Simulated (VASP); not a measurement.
# SnMo (F-43m) in VASP: single point with PBE

Aim: the single point of SnMo with PBE.

Everything below comes from runs of VASP 6.6.1. Logs are shortened: lines on timing, memory, paths and dates and some standing lists are left out, and cuts for length are marked.

## Step 1: The cell of the first run

It takes space group F-43m (No. 216, cubic). The conventional cell has a = 6.256 Å, b = 6.256 Å, c = 6.256 Å, α = 90.00°, β = 90.00°, γ = 90.00°. Sn (site symmetry -43m) has 4 Mo at 2.71 Å within 3.6 Å. Within 3.6 Å of Mo (site symmetry -43m) lie 4 Sn at 2.71 Å.

The cell was generated, and may not be a known phase.

## Step 2: Single point, PBE, collinear spin

File INCAR:

```
PREC = Accurate ; ENCUT = 520
EDIFF = 1E-6 ; ISMEAR = 0
SIGMA = 0.1 ; LREAL = F
LASPH = T ; NELM = 150
ALGO = Normal ; ISIF = 2
LWAVE = F ; LCHARG = F
ISPIN = 2 ; MAGMOM = 0 1.81
LORBIT = 11 ; LMAXMIX = 4
GGA = PE ; NBANDS = 25
```

File KPOINTS:

```
regular mesh
0
Gamma
  16 16 16
```

File POSCAR:

```
SnMo
1.0
    0.0000000000      3.1277708989      3.1277708989
    3.1277708989      0.0000000000      3.1277708989
    3.1277708989      3.1277708989      0.0000000000
Sn Mo
1 1
Direct
    0.2500000000      0.2500000000      0.2500000000
    0.0000000000      0.0000000000      0.0000000000
```

Potentials or basis: VASP PAW PBE potentials, release 64 (Sn_d, Mo_sv).

On the command line:

```sh
cat potpaw_PBE.64/Sn_d/POTCAR potpaw_PBE.64/Mo_sv/POTCAR > POTCAR
mpirun -np 1 vasp_std > vasp.out
```

OUTCAR:

```text
PREC = Accurate
   ENCUT = 520
   EDIFF = 1E-6
   ISMEAR = 0
   LREAL = F
   LASPH = T
   NELM = 150
   ISIF = 2
   ISPIN = 2
   LORBIT = 11
   GGA = PE

 ion  position               nearest neighbor table
   1  0.250  0.250  0.250-   2 2.71   2 2.71   2 2.71   2 2.71
   2  0.000  0.000  0.000-   1 2.71   1 2.71   1 2.71   1 2.71

  LATTYP: Found a face centered cubic cell.
 ALAT       =     6.2555417978

  Lattice vectors:

 A1 = (   0.0000000000,   3.1277708989,   3.1277708989)
 A2 = (   3.1277708989,   0.0000000000,   3.1277708989)
 A3 = (   3.1277708989,   3.1277708989,   0.0000000000)

Analysis of symmetry for initial positions (statically):
=====================================================================
 Subroutine PRICEL returns:
 Original cell was already a primitive cell.

 Routine SETGRP: Setting up the symmetry group for a
 face centered cubic supercell.

 Subroutine GETGRP returns: Found 24 space group operations
 (whereof 24 operations were pure point group operations)
 out of a pool of 48 trial point group operations.

The static configuration has the point symmetry T_d .

Analysis of symmetry for dynamics (positions and initial velocities):
=====================================================================
 Subroutine PRICEL returns:
 Original cell was already a primitive cell.

 Routine SETGRP: Setting up the symmetry group for a
 face centered cubic supercell.

 Subroutine GETGRP returns: Found 24 space group operations
 (whereof 24 operations were pure point group operations)
 out of a pool of 48 trial point group operations.

The dynamic configuration has the point symmetry T_d .

Analysis of structural, dynamic, and magnetic symmetry:
=====================================================================
 Subroutine PRICEL returns:
 Original cell was already a primitive cell.

 Routine SETGRP: Setting up the symmetry group for a
 face centered cubic supercell.

 Subroutine GETGRP returns: Found 24 space group operations
 (whereof 24 operations were pure point group operations)
 out of a pool of 48 trial point group operations.

The overall configuration has the point symmetry T_d .

 Subroutine INISYM returns: Found 24 space group operations
 (whereof 24 operations are pure point group operations),
 and found     1 'primitive' translations

----------------------------------------------------------------------------------------

                                     Primitive cell

  volume of cell :      61.1977

  direct lattice vectors                    reciprocal lattice vectors
     0.000000000  3.127770899  3.127770899    -0.159858256  0.159858256  0.159858256
     3.127770899  0.000000000  3.127770899     0.159858256 -0.159858256  0.159858256
     3.127770899  3.127770899  0.000000000     0.159858256  0.159858256 -0.159858256

  length of vectors
     4.423336025  4.423336025  4.423336025     0.276882621  0.276882621  0.276882621

  position of ions in fractional coordinates (direct lattice)
     0.250000000  0.250000000  0.250000000
     0.000000000  0.000000000  0.000000000

  ion indices of the primitive-cell ions
   primitive index   ion index
                 1           1
                 2           2

----------------------------------------------------------------------------------------

 KPOINTS: regular mesh

Automatic generation of k-mesh.
 Grid dimensions read from file:
 generate k-points for:   16   16   16

 Generating k-lattice:

  Cartesian coordinates                     Fractional coordinates (reciprocal lattice)
    -0.009991141  0.009991141  0.009991141     0.062500000  0.000000000  0.000000000
     0.009991141 -0.009991141  0.009991141     0.000000000  0.062500000  0.000000000
     0.009991141  0.009991141 -0.009991141     0.000000000  0.000000000  0.062500000

  Length of vectors
     0.017305164  0.017305164  0.017305164

  Shift w.r.t. Gamma in fractional coordinates (k-lattice)
     0.000000000  0.000000000  0.000000000

 Subroutine IBZKPT returns following result:
 ===========================================

 Found    145 irreducible k-points:

 Following reciprocal coordinates:
            Coordinates               Weight
  0.000000  0.000000  0.000000      1.000000
  0.062500  0.000000  0.000000      8.000000
  0.125000  0.000000  0.000000      8.000000
  0.187500  0.000000  0.000000      8.000000
  0.250000  0.000000  0.000000      8.000000
  0.312500  0.000000  0.000000      8.000000
[... 16 lines left out ...]
 -0.125000  0.062500  0.000000     24.000000
 -0.062500  0.062500  0.000000     12.000000
 [... further k-points ...]
   k-points           NKPTS =    145   k-points in BZ     NKDIM =    145   number of bands    NBANDS=     25
   number of dos      NEDOS =    301   number of ions     NIONS =      2
   total plane-waves  NPLWV =  46656
   dimension x,y,z NGX =    36 NGY =   36 NGZ =   36
   dimension x,y,z NGXF=    72 NGYF=   72 NGZF=   72
   ions per type =               1   1
   NGX,Y,Z   is equivalent  to a cutoff of  13.53, 13.53, 13.53 a.u.
   NGXF,Y,Z  is equivalent  to a cutoff of  27.06, 27.06, 27.06 a.u.
 SYSTEM =  unknown system
   PREC   = accura    normal or accurate (medium, high low for compatibility)
   ISTART =      0    job   : 0-new  1-cont  2-samecut
   ICHARG =      2    charge: 1-file 2-atom 10-const
   ISPIN  =      2    spin polarized calculation?
   LNONCOLLINEAR =      F non collinear calculations
   LSORBIT =      F    spin-orbit coupling
   LASPH  =      T    aspherical Exc in radial PAW
   ENCUT  =  520.0 eV  38.22 Ry    6.18 a.u.   8.22  8.22  8.22*2*pi/ulx,y,z
   NELM   =    150;   NELMIN=  2; NELMDL= -5     # of ELM steps
   EDIFF  = 0.1E-05   stopping-criterion for ELM
   LREAL  =      F    real-space projection
   EDIFFG = 0.1E-04   stopping-criterion for IOM
   NSW    =      0    number of steps for IOM
   IBRION =     -1    ionic relax: 0-MD 1-quasi-New 2-CG
   NFREE  =      0    steps in history (QN), initial steepest desc. (CG)
   ISIF   =      2    stress and relaxation
   ISYM   =      2    0-nonsym 1-usesym 2-fastsym
   POTIM  = 0.5000    time-step for ionic-motion
   TEBEG  =    0.0;   TEEND  =   0.0 temperature during run
   PSTRESS=    0.0 pullay stress
   NELECT =      28.0000    total number of electrons
   NUPDOWN=      -1.0000    fix difference up-down
   EMIN   =  10.00;   EMAX   =-10.00  energy-range for DOS
   EFERMI =   0.00;   METHOD = LEGACY
   ISMEAR =     0;   SIGMA  =   0.10  broadening in eV -4-tet -1-fermi 0-gaus
   EFERMI_NEDOS =   21; number of points for ismear=-14 and -15
   IALGO  =     38    algorithm
   IMIX   =      4    mixing-type and parameters
     AMIX     =   0.40;   BMIX     =  1.00
     AMIX_MAG =   1.60;   BMIX_MAG =  1.00
  volume/ion in A,a.u.               =      30.60       206.49
  Fermi-wavevector in a.u.,A,eV,Ry     =   1.261486  2.383864 21.651603  1.591348
  Thomas-Fermi vector in A             =   2.394943
   LORBIT       =     11    0 simple, 1 ext, 2 COOP (PROOUT), +10 PAW based schemes
   GGA     = PE    functional components
   LHFCALC =     F    Hartree Fock is set to
   AEXX    =    0.0000 exact exchange contribution
   IVDW    =     0    specifies the selected vdW correction
   LEPSILON=     F    determine dielectric tensor
   LRPA    =     F    only Hartree local field effects (RPA)
 spin polarized calculation
 Gauss-broadening in eV      SIGMA  =   0.10
  energy-cutoff  :      520.00
  volume of cell :       61.20
 maximum number of plane-waves:      1676
 NGX is ok and might be reduce to    36
   NGX = 17   NGY = 17   NGZ = 17

 number of electron      27.9999996 magnetization       2.0116090

 Free energy of the ion-electron system (eV)
  ---------------------------------------------------
  ext. energy  EPLUGINS =         0.00000000
  ---------------------------------------------------
  free energy    TOTEN  =       -11.59484084 eV

  energy without entropy =      -11.59361817  energy(sigma->0) =      -11.59422950

 E-fermi :   4.9191     XC(G=0):  -9.4363

 val. band max:        4.8893029015   @ k =  -0.2500   0.5000   0.2500
 cond. band min:       4.9332479870   @ k =  -0.3750   0.5000   0.1250
 fundamental gap:      0.0439450856
 Fermi energy:         4.9191073122

 spin component 1

 k-point     1 :       0.0000    0.0000    0.0000
  band No.  band energies     occupation
      1     -56.0052      1.00000
      2     -30.1927      1.00000
      3     -30.1927      1.00000
      4     -30.1927      1.00000
      5     -15.3299      1.00000
      6     -15.3299      1.00000
[... 17 lines left out ...]
     24      15.9831      0.00000
     25      15.9831      0.00000

 k-point     2 :       0.0625    0.0000    0.0000
  band No.  band energies     occupation
      1     -56.0052      1.00000
      2     -30.1929      1.00000
      3     -30.1927      1.00000
      4     -30.1927      1.00000
      5     -15.3305      1.00000
      6     -15.3301      1.00000
[... 608 lines left out ...]
 k-point    24 :      -0.0625    0.0625    0.0000
  band No.  band energies     occupation
      1     -56.0051      1.00000
      2     -30.1934      1.00000
      3     -30.1928      1.00000
      4     -30.1927      1.00000
      5     -15.3316      1.00000
      6     -15.3305      1.00000
[... 17 lines left out ...]
     24      15.6560      0.00000
     25      16.0194      0.00000

 [... further k-points ...]

 spin component 2

 k-point     1 :       0.0000    0.0000    0.0000
  band No.  band energies     occupation
      1     -54.7833      1.00000
      2     -28.8359      1.00000
      3     -28.8359      1.00000
      4     -28.8359      1.00000
      5     -15.3539      1.00000
      6     -15.3538      1.00000
[... 17 lines left out ...]
     24      16.3191      0.00000
     25      16.3191      0.00000

 k-point     2 :       0.0625    0.0000    0.0000
  band No.  band energies     occupation
      1     -54.7833      1.00000
      2     -28.8362      1.00000
      3     -28.8359      1.00000
      4     -28.8359      1.00000
      5     -15.3545      1.00000
      6     -15.3541      1.00000
[... 608 lines left out ...]
 k-point    24 :      -0.0625    0.0625    0.0000
  band No.  band energies     occupation
      1     -54.7833      1.00000
      2     -28.8366      1.00000
      3     -28.8361      1.00000
      4     -28.8359      1.00000
      5     -15.3556      1.00000
      6     -15.3545      1.00000
[... 17 lines left out ...]
     24      15.9901      0.00000
     25      16.3909      0.00000

 [... further k-points ...]
[... 5 lines left out ...]
  --------------------------------------------------------------------------------------
  -------------------------------------------------------------------------------------
  Total        0.0170319      0.0170319      0.0170319      0.0000000      0.0000000      0.0000000
  in kB        0.4459007      0.4459007      0.4459007      0.0000000      0.0000000      0.0000000
  external PRESSURE =       0.4459007 kB  Pullay stress =       0.0000000 kB

 VOLUME and BASIS-vectors are now :
 -----------------------------------------------------------------------------
  energy-cutoff  :      520.00
  volume of cell :       61.20
      direct lattice vectors                 reciprocal lattice vectors
     0.000000000  3.127770899  3.127770899    -0.159858256  0.159858256  0.159858256
     3.127770899  0.000000000  3.127770899     0.159858256 -0.159858256  0.159858256
     3.127770899  3.127770899  0.000000000     0.159858256  0.159858256 -0.159858256

 POSITION                                       TOTAL-FORCE (eV/Angst)
 -----------------------------------------------------------------------------------
      1.56389      1.56389      1.56389        -0.000000     -0.000000      0.000000
      0.00000      0.00000      0.00000         0.000000      0.000000     -0.000000
 -----------------------------------------------------------------------------------
    total drift:                                0.000000      0.000000      0.000000

  FREE ENERGIE OF THE ION-ELECTRON SYSTEM (eV)
  ---------------------------------------------------
  free  energy   TOTEN  =       -11.5948408355 eV

  energy  without entropy=      -11.5936181699  energy(sigma->0) =      -11.59422950

 total charge

# of ion       s       p       d       tot
------------------------------------------
    1        1.178   1.344   9.974  12.496
    2        2.273   6.047   3.976  12.296
--------------------------------------------------
tot          3.450   7.390  13.951  24.792

 magnetization (x)

# of ion       s       p       d       tot
------------------------------------------
    1       -0.028  -0.159   0.044  -0.143
    2        0.026   0.001   1.888   1.915
--------------------------------------------------
tot         -0.002  -0.157   1.932   1.773
```

Wall time 8.1 min (1 thread of Intel Xeon 8259CL, shared host); peak memory 0.48 GiB.

Results:

```
Free energy                                           : -11.5948 eV
Pressure                                              : 0.0 GPa
Band gap on the k mesh                                : zero (filled and empty bands overlap)
Net moment                                            : 2.01 μB per cell
Site moments                                          : Sn -0.14; Mo +1.92 μB
Valence electrons inside the program's atomic spheres : Sn 12.50; Mo 12.30
```

Caveat: spin-orbit coupling is left out, which moves the levels of the heavy elements.

The gap in the log of VASP goes by the Fermi energy; the results here count the filled bands.